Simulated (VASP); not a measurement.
Wanted: the native input for a VASP 6.6.1 run.

- Task: relaxation of shape and atoms at fixed volume
- Functional: PBE
- Potentials or basis: VASP PAW PBE potentials, release 64 (Li_sv)
- Cutoff: 600 eV
- k mesh: 13 × 13 × 13
- Occupations: fermi-dirac, width 0.08 eV
- Spin: no spin polarisation
- Dipole correction: no
- Further INCAR settings: ALGO = Normal; EDIFF = 1e-06; IBRION = 2; EDIFFG = -0.005; NSW = 50; ISIF = 4

The structure of Li lies in POSCAR:

```
Li
1.0
    1.4391640210     -0.8309017349      4.7369481099
    0.0000000000      1.6618034698      4.7369481099
   -1.4391640210     -0.8309017349      4.7369481099
Li
2
Direct
    0.2499964156      0.2499964156      0.2499964156
   -0.2499964156     -0.2499964156     -0.2499964156
```

This isn't the form of Li at room conditions, which is bcc.

One way to write it, as run:

INCAR

```
SYSTEM = Li
ALGO = Normal
EDIFF = 1E-6
EDIFFG = -0.005
ENCUT = 600
GGA = PE
IBRION = 2
ISIF = 4
ISMEAR = -1
LASPH = .TRUE.
LCHARG = .FALSE.
LREAL = .FALSE.
LWAVE = .FALSE.
NELM = 80
NSW = 50
PREC = Accurate
SIGMA = 0.08
```

KPOINTS

```
k-points
0
G
  13 13 13
  0 0 0
```

Potentials or basis: VASP PAW PBE potentials, release 64 (Li_sv).

Launch:

```console
$ cat potpaw_PBE.64/Li_sv/POTCAR > POTCAR
$ mpirun -np 1 vasp_std > vasp.out
```

It gave:

```
Pressure after relaxing : 3.1 GPa
Band gap on the k mesh  : zero (bands 3 and 4 overlap by 4.14 eV)
```

Caveat: the cutoff is under 1.25 times the usual one of these potentials, so pressure, stress and relaxed cells hold a basis-set (Pulay) error; the relaxation stopped at its first step, so nothing moved.

Wall time 42 s on 1 thread of Intel(R) Xeon(R) 6975P-C (Granite Rapids), with other jobs on the host, peak memory 0.23 GiB.
